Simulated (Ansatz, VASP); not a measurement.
Ti: VASP beside Ansatz

File INCAR:

```
PREC = Accurate
ENCUT = 520
EDIFF = 1E-6
ISMEAR = 0
SIGMA = 0.15
LREAL = F
LASPH = T
NELM = 100
ALGO = Fast
ISIF = 2
LWAVE = F
LCHARG = F
GGA = PE
NBANDS = 19
```

The input KPOINTS:

```
regular mesh
0
Gamma
  24 24 14
```

Contents of POSCAR:

```
Ti
1.0
    3.1735347062      0.0000000000      0.0000000000
   -1.5867673531      2.7483616754      0.0000000000
    0.0000000000      0.0000000000      4.2785832934
Ti
2
Direct
    0.3333333333      0.6666666667      0.2500000000
    0.6666666667      0.3333333333      0.7500000000
```

Input for Ansatz:

```yaml
crystal:
  lattice:
    - [3.1735347062, 0.0, 0.0]
    - [-1.5867673531, 2.7483616754, 0.0]
    - [0.0, 0.0, 4.2785832934]
  atoms:
    - { symbol: Ti, position: [0.3333333333, 0.6666666667, 0.25] }
    - { symbol: Ti, position: [0.6666666667, 0.3333333333, 0.75] }
basis:
  ecutwfc: 420
kpoints:
  mp_grid: { grid: [24, 24, 14] }
hamiltonian:
  xc: pbe
scf:
  occupations: { method: gaussian, width: 0.15 }
output:
  forces: true
  stress: true
  eigenvalues: true
```

Change from the starting cell: strain +0.080 along x and y, -0.080 along z, atoms carried along.

Alike in both runs: task single point; functional PBE; k mesh 24 × 24 × 14; occupations gaussian, width 0.15 eV; no spin polarisation.

|  | VASP | Ansatz |
| --- | --- | --- |
| version | VASP 6.6.1 | Ansatz 0.2.0 |
| potentials or method | VASP PAW PBE potentials, release 64 (Ti_sv), cutoff 520 eV | scalar-relativistic, plane waves, PAW |
| valence electrons in the cell | 24 | 24 |

```csv
,VASP,Ansatz,Ansatz less VASP
gap on the k mesh at the Fermi level (eV),none,none,-
pressure (GPa),-6.2,-6.0,+0.24
"traceless stress, the component that is largest in VASP (GPa)",7.98,8.02,+0.036
```

A gap of «none» marks a metal or a gap that the smearing closes.
